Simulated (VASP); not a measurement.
Set up this calculation in VASP 6.6.1, as the native input.

```yaml
Task: single point
Functional: BLYP
Potentials_or_basis: VASP PAW PBE potentials, release 64 (Bi_d)
Cutoff: 520 eV
k_mesh: 11 × 11 × 11
Occupations: fermi-dirac, width 0.1 eV
Spin: no spin polarisation
Dipole_correction: no
Further_INCAR_settings: ALGO = Normal; EDIFF = 1e-07; NBANDS = 14
```

The structure of Bi lies in POSCAR:

```
Bi
1.0
    3.2182750711      0.0000000000      0.0000000000
    0.0000000000      3.2182750711      0.0000000000
    0.0000000000      0.0000000000      3.2182750711
Bi
1
Direct
    0.0000000000      0.0000000000      0.0000000000
```

This cell differs from its parent crystal: volume scaled by 0.88.

These files were run (other wordings do the same):

INCAR

```
AGGAC    = 1.0          
AGGAX    = 1.0          
ALDAC    = 0.0          
ALDAX    = 1.0          
ALGO     = Normal         # electronic algorithm
EDIFF    = 1E-7           # SCF threshold, eV
ENCUT    = 520            # plane-wave cutoff, eV
GGA      = B5             # functional
ISIF     = 2              # what is computed and relaxed
ISMEAR   = -1             # smearing method
LASPH    = True           # aspherical terms in the spheres
LCHARG   = True           # write CHGCAR
LELF     = True           # ELF
LREAL    = False          # projectors in reciprocal space
LVHAR    = True         
LWAVE    = False          # write WAVECAR
NBANDS   = 14             # bands
NELM     = 100            # most SCF steps
PREC     = Accurate       # precision mode
SIGMA    = 0.1            # smearing width, eV
```

KPOINTS

```
k-points
0
Gamma
  11 11 11
```

Potentials or basis: VASP PAW PBE potentials, release 64 (Bi_d).

Command:

```console
$ cat potpaw_PBE.64/Bi_d/POTCAR > POTCAR
$ mpirun -np 1 vasp_std > vasp.out
```

Results of the run:

```json
{"Pressure": "6.7 GPa"}
```

Caveat: the PAW data sets were made with another functional, which shifts forces and pressure a little.

Run time: 38 s on 1 thread of Intel Xeon 8259CL, with other jobs on the host, peak memory 0.15 GiB.
